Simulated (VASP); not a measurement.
# SnPb3S4 (Cmmm) in VASP: single point with PBE

Aim: the single point of SnPb3S4 with PBE.

Program: VASP 6.6.1. These are calculated values, not measurements. Logs are shortened: lines on timing, memory, paths and dates and some standing lists are left out, and cuts for length are marked.

## Step 1: The cell of the first run

It takes space group Cmmm (No. 65, orthorhombic). Conventional cell: a = 8.444 Å, b = 11.943 Å, c = 4.223 Å, α = 90.00°, β = 90.00°, γ = 90.00°. Within 3.9 Å of Sn (site symmetry mmm) lie 6 S at 2.95 Å. Pb (site symmetry 2/m) has 6 S at 2.99 Å within 3.9 Å. Within 4.0 Å of Pb (site symmetry mmm) lie 6 S at 3.02 Å. Within 3.9 Å of S (site symmetry 2mm) lie 2 Sn at 2.95 Å and 4 Pb at 2.99 to 3.02 Å. Within 3.9 Å of S (site symmetry m2m) lie 1 Sn at 2.95 Å and 5 Pb at 2.99 to 3.02 Å.

## Step 2: Single point, PBE

The input, INCAR:

```
SYSTEM = SnPb3S4
  PREC = Accurate
  ENCUT = 500
  EDIFF = 1E-6
  ISMEAR = 0
  SIGMA = 0.1
  LREAL = .False.
  LASPH = .True.
  NELM = 120
  ALGO = Normal
  ISIF = 2
  LWAVE = .False.
  LCHARG = .False.
  GGA = PE
  NBANDS = 50
  GGA_COMPAT = .False.
```

The input, KPOINTS:

```
regular mesh
0
Gamma
  6 6 10
  0 0 0
```

The input, POSCAR:

```
SnPb3S4
1.0
    4.2222416596     -5.9714614823      0.0000000000
    4.2222416596      5.9714614823      0.0000000000
    0.0000000000      0.0000000000      4.2227604187
Sn Pb S
1 3 4
Direct
    0.5000000000      0.5000000000      0.5000000000
    0.0000000000      0.5000000000      0.0000000000
    0.5000000000      0.0000000000      0.0000000000
    0.0000000000      0.0000000000      0.5000000000
    0.2553445210      0.2553445210      0.0000000000
    0.7446554790      0.7446554790      0.0000000000
    0.2527165305      0.7472834695      0.5000000000
    0.7472834695      0.2527165305      0.5000000000
```

Potentials or basis: VASP PAW PBE potentials, release 64 (Sn_d, Pb_d, S).

The run is started by

```console
> cat potpaw_PBE.64/Sn_d/POTCAR potpaw_PBE.64/Pb_d/POTCAR potpaw_PBE.64/S/POTCAR > POTCAR
> mpirun -np 1 vasp_std > vasp.out
```

OUTCAR:

```text
SYSTEM = SnPb3S4
   PREC = Accurate
   ENCUT = 500
   EDIFF = 1E-6
   ISMEAR = 0
   LREAL = .False.
   LASPH = .True.
   NELM = 120
   ISIF = 2
   GGA = PE

 ion  position               nearest neighbor table
   1  0.500  0.500  0.500-   7 2.95   8 2.95   5 2.95   6 2.95   5 2.95   6 2.95
   2  0.000  0.500  0.000-   7 2.99   8 2.99   7 2.99   8 2.99   5 2.99   6 2.99
   3  0.500  0.000  0.000-   7 2.99   8 2.99   7 2.99   8 2.99   5 2.99   6 2.99
   4  0.000  0.000  0.500-   5 3.02   6 3.02   5 3.02   6 3.02   7 3.02   8 3.02
   5  0.255  0.255  0.000-   1 2.95   1 2.95   3 2.99   2 2.99   4 3.02   4 3.02
   6  0.745  0.745  0.000-   1 2.95   1 2.95   3 2.99   2 2.99   4 3.02   4 3.02
   7  0.253  0.747  0.500-   1 2.95   2 2.99   3 2.99   2 2.99   3 2.99   4 3.02
   8  0.747  0.253  0.500-   1 2.95   2 2.99   3 2.99   2 2.99   3 2.99   4 3.02

  LATTYP: Found a base centered orthorhombic cell.
 ALAT       =     8.4444833192
 B/A-ratio  =     1.4142869982
 C/A-ratio  =     0.5000614317

  Lattice vectors:

 A1 = (   4.2222416596,  -5.9714614823,   0.0000000000)
 A2 = (   4.2222416596,   5.9714614823,   0.0000000000)
 A3 = (   0.0000000000,   0.0000000000,   4.2227604187)

Analysis of symmetry for initial positions (statically):
=====================================================================
 Subroutine PRICEL returns:
 Original cell was already a primitive cell.

 Routine SETGRP: Setting up the symmetry group for a
 base centered orthorhombic supercell.

 Subroutine GETGRP returns: Found  8 space group operations
 (whereof  8 operations were pure point group operations)
 out of a pool of  8 trial point group operations.

The static configuration has the point symmetry D_2h.

Analysis of symmetry for dynamics (positions and initial velocities):
=====================================================================
 Subroutine PRICEL returns:
 Original cell was already a primitive cell.

 Routine SETGRP: Setting up the symmetry group for a
 base centered orthorhombic supercell.

 Subroutine GETGRP returns: Found  8 space group operations
 (whereof  8 operations were pure point group operations)
 out of a pool of  8 trial point group operations.

The dynamic configuration has the point symmetry D_2h.

 Subroutine INISYM returns: Found  8 space group operations
 (whereof  8 operations are pure point group operations),
 and found     1 'primitive' translations

----------------------------------------------------------------------------------------

                                     Primitive cell

  volume of cell :     212.9365

  direct lattice vectors                    reciprocal lattice vectors
     4.222241660 -5.971461482  0.000000000     0.118420507 -0.083731596  0.000000000
     4.222241660  5.971461482  0.000000000     0.118420507  0.083731596  0.000000000
     0.000000000  0.000000000  4.222760419     0.000000000  0.000000000  0.236811919

  length of vectors
     7.313390244  7.313390244  4.222760419     0.145032399  0.145032399  0.236811919

  position of ions in fractional coordinates (direct lattice)
     0.500000000  0.500000000  0.500000000
     0.000000000  0.500000000  0.000000000
     0.500000000  0.000000000  0.000000000
     0.000000000  0.000000000  0.500000000
     0.255344521  0.255344521  0.000000000
     0.744655479  0.744655479  0.000000000
     0.252716531  0.747283469  0.500000000
     0.747283469  0.252716531  0.500000000

  ion indices of the primitive-cell ions
   primitive index   ion index
                 1           1
                 2           2
                 3           3
                 4           4
                 5           5
                 6           6
                 7           7
                 8           8

----------------------------------------------------------------------------------------

 KPOINTS: regular mesh

Automatic generation of k-mesh.
 Grid dimensions read from file:
 generate k-points for:    6    6   10

 Generating k-lattice:

  Cartesian coordinates                     Fractional coordinates (reciprocal lattice)
     0.019736751 -0.013955266  0.000000000     0.166666667  0.000000000  0.000000000
     0.019736751  0.013955266  0.000000000     0.000000000  0.166666667  0.000000000
     0.000000000  0.000000000  0.023681192     0.000000000  0.000000000  0.100000000

  Length of vectors
     0.024172066  0.024172066  0.023681192

  Shift w.r.t. Gamma in fractional coordinates (k-lattice)
     0.000000000  0.000000000  0.000000000

 Subroutine IBZKPT returns following result:
 ===========================================

 Found     78 irreducible k-points:

 Following reciprocal coordinates:
            Coordinates               Weight
  0.000000  0.000000  0.000000      1.000000
  0.166667  0.000000  0.000000      4.000000
  0.333333  0.000000  0.000000      4.000000
  0.500000  0.000000  0.000000      2.000000
  0.166667  0.166667  0.000000      2.000000
  0.333333  0.166667  0.000000      4.000000
[... 16 lines left out ...]
  0.333333  0.333333  0.100000      4.000000
  0.500000  0.333333  0.100000      8.000000
 [... further k-points ...]
   k-points           NKPTS =     78   k-points in BZ     NKDIM =     78   number of bands    NBANDS=     50
   number of dos      NEDOS =    301   number of ions     NIONS =      8
   total plane-waves  NPLWV =  93312
   dimension x,y,z NGX =    54 NGY =   54 NGZ =   32
   dimension x,y,z NGXF=   108 NGYF=  108 NGZF=   64
   ions per type =               1   3   4
   NGX,Y,Z   is equivalent  to a cutoff of  12.28, 12.28, 12.60 a.u.
   NGXF,Y,Z  is equivalent  to a cutoff of  24.55, 24.55, 25.20 a.u.
 SYSTEM =  SnPb3S4
   PREC   = accura    normal or accurate (medium, high low for compatibility)
   ISTART =      0    job   : 0-new  1-cont  2-samecut
   ICHARG =      2    charge: 1-file 2-atom 10-const
   ISPIN  =      1    spin polarized calculation?
   LNONCOLLINEAR =      F non collinear calculations
   LSORBIT =      F    spin-orbit coupling
   LASPH  =      T    aspherical Exc in radial PAW
   ENCUT  =  500.0 eV  36.75 Ry    6.06 a.u.  13.33 13.33  7.70*2*pi/ulx,y,z
   NELM   =    120;   NELMIN=  2; NELMDL= -5     # of ELM steps
   EDIFF  = 0.1E-05   stopping-criterion for ELM
   LREAL  =      F    real-space projection
   EDIFFG = 0.1E-04   stopping-criterion for IOM
   NSW    =      0    number of steps for IOM
   IBRION =     -1    ionic relax: 0-MD 1-quasi-New 2-CG
   NFREE  =      0    steps in history (QN), initial steepest desc. (CG)
   ISIF   =      2    stress and relaxation
   ISYM   =      2    0-nonsym 1-usesym 2-fastsym
   POTIM  = 0.5000    time-step for ionic-motion
   TEBEG  =    0.0;   TEEND  =   0.0 temperature during run
   PSTRESS=    0.0 pullay stress
   NELECT =      80.0000    total number of electrons
   NUPDOWN=      -1.0000    fix difference up-down
   EMIN   =  10.00;   EMAX   =-10.00  energy-range for DOS
   EFERMI =   0.00;   METHOD = LEGACY
   ISMEAR =     0;   SIGMA  =   0.10  broadening in eV -4-tet -1-fermi 0-gaus
   EFERMI_NEDOS =   21; number of points for ismear=-14 and -15
   IALGO  =     38    algorithm
   IMIX   =      4    mixing-type and parameters
     AMIX     =   0.40;   BMIX     =  1.00
     AMIX_MAG =   1.60;   BMIX_MAG =  1.00
  volume/ion in A,a.u.               =      26.62       179.62
  Fermi-wavevector in a.u.,A,eV,Ry     =   1.181285  2.232305 18.986043  1.395435
  Thomas-Fermi vector in A             =   2.317562
   LORBIT       =      0    0 simple, 1 ext, 2 COOP (PROOUT), +10 PAW based schemes
   GGA     = PE    functional components
   LHFCALC =     F    Hartree Fock is set to
   AEXX    =    0.0000 exact exchange contribution
   IVDW    =     0    specifies the selected vdW correction
   LEPSILON=     F    determine dielectric tensor
   LRPA    =     F    only Hartree local field effects (RPA)
 non-spin polarized calculation
 Gauss-broadening in eV      SIGMA  =   0.10
  energy-cutoff  :      500.00
  volume of cell :      212.94
 maximum number of plane-waves:      5435
 NGX is ok and might be reduce to    54
   NGX = 27   NGY = 27   NGZ = 15

 number of electron      80.0000018 magnetization

 Free energy of the ion-electron system (eV)
  ---------------------------------------------------
  ext. energy  EPLUGINS =         0.00000000
  ---------------------------------------------------
  free energy    TOTEN  =       -35.05738260 eV

  energy without entropy =      -35.05662704  energy(sigma->0) =      -35.05700482

 E-fermi :   5.8409     XC(G=0):  -9.5450

 val. band max:        5.8377081415   @ k =   0.5000   0.5000   0.5000
 cond. band min:       5.8821909887   @ k =   0.5000   0.5000   0.5000
 fundamental gap:      0.0444828472
 Fermi energy:         5.8408605916

 k-point     1 :       0.0000    0.0000    0.0000
  band No.  band energies     occupation
      1     -15.8693      2.00000
      2     -15.8657      2.00000
      3     -15.8636      2.00000
      4     -15.8592      2.00000
      5     -15.8583      2.00000
      6     -11.3962      2.00000
[... 42 lines left out ...]
     49      10.5289      0.00000
     50      10.5400      0.00000

 k-point     2 :       0.1667    0.0000    0.0000
  band No.  band energies     occupation
      1     -15.8693      2.00000
      2     -15.8657      2.00000
      3     -15.8636      2.00000
      4     -15.8592      2.00000
      5     -15.8583      2.00000
      6     -11.3923      2.00000
[... 42 lines left out ...]
     49      10.1512      0.00000
     50      10.1546      0.00000

 k-point     3 :       0.3333    0.0000    0.0000
  band No.  band energies     occupation
      1     -15.8693      2.00000
      2     -15.8656      2.00000
      3     -15.8636      2.00000
      4     -15.8592      2.00000
      5     -15.8583      2.00000
      6     -11.3837      2.00000
[... 1102 lines left out ...]
     49       9.5772      0.00000
     50       9.6552      0.00000

 k-point    24 :       0.5000    0.3333    0.1000
  band No.  band energies     occupation
      1     -15.8678      2.00000
      2     -15.8655      2.00000
      3     -15.8635      2.00000
      4     -15.8603      2.00000
      5     -15.8587      2.00000
      6     -11.3673      2.00000
[... 42 lines left out ...]
     49       9.6280      0.00000
     50       9.7690      0.00000

 [... further k-points ...]

------------------------ aborting loop because EDIFF is reached ----------------------------------------

  FORCE on cell =-STRESS in cart. coord.  units (eV):
  Direction    XX          YY          ZZ          XY          YZ          ZX
  --------------------------------------------------------------------------------------
  -------------------------------------------------------------------------------------
  Total       -0.0894356     -0.0976859     -0.0979224      0.0000000      0.0000000      0.0000000
  in kB       -0.6729312     -0.7350082     -0.7367878      0.0000000      0.0000000      0.0000000
  external PRESSURE =      -0.7149091 kB  Pullay stress =       0.0000000 kB

 VOLUME and BASIS-vectors are now :
 -----------------------------------------------------------------------------
  energy-cutoff  :      500.00
  volume of cell :      212.94
      direct lattice vectors                 reciprocal lattice vectors
     4.222241660 -5.971461482  0.000000000     0.118420507 -0.083731596  0.000000000
     4.222241660  5.971461482  0.000000000     0.118420507  0.083731596  0.000000000
     0.000000000  0.000000000  4.222760419     0.000000000  0.000000000  0.236811919

 POSITION                                       TOTAL-FORCE (eV/Angst)
 -----------------------------------------------------------------------------------
      4.22224      0.00000      2.11138         0.000000     -0.000000      0.000000
      2.11112      2.98573      0.00000         0.000000     -0.000000      0.000000
      2.11112     -2.98573      0.00000         0.000000     -0.000000      0.000000
      0.00000      0.00000      2.11138        -0.000000     -0.000000      0.000000
      2.15625      0.00000      0.00000        -0.000759     -0.000000      0.000000
      6.28823      0.00000      0.00000         0.000759     -0.000000      0.000000
      4.22224      2.95329      2.11138         0.000000     -0.000691     -0.000000
      4.22224     -2.95329      2.11138         0.000000      0.000691      0.000000
 -----------------------------------------------------------------------------------
    total drift:                               -0.000000     -0.000000      0.000000

  FREE ENERGIE OF THE ION-ELECTRON SYSTEM (eV)
  ---------------------------------------------------
  free  energy   TOTEN  =       -35.0573825966 eV

  energy  without entropy=      -35.0566270353  energy(sigma->0) =      -35.05700482
```

It took 7.6 min on 1 thread of Intel Xeon Platinum 8488C (Sapphire Rapids), shared host; peak memory 0.74 GiB.

Results:

* Free energy: -35.0574 eV
* Pressure: -0.1 GPa
* Band gap on the k mesh: 0.04 eV

Caveat: spin-orbit coupling is left out, which moves the levels of the heavy elements. A k mesh can miss the band edges.
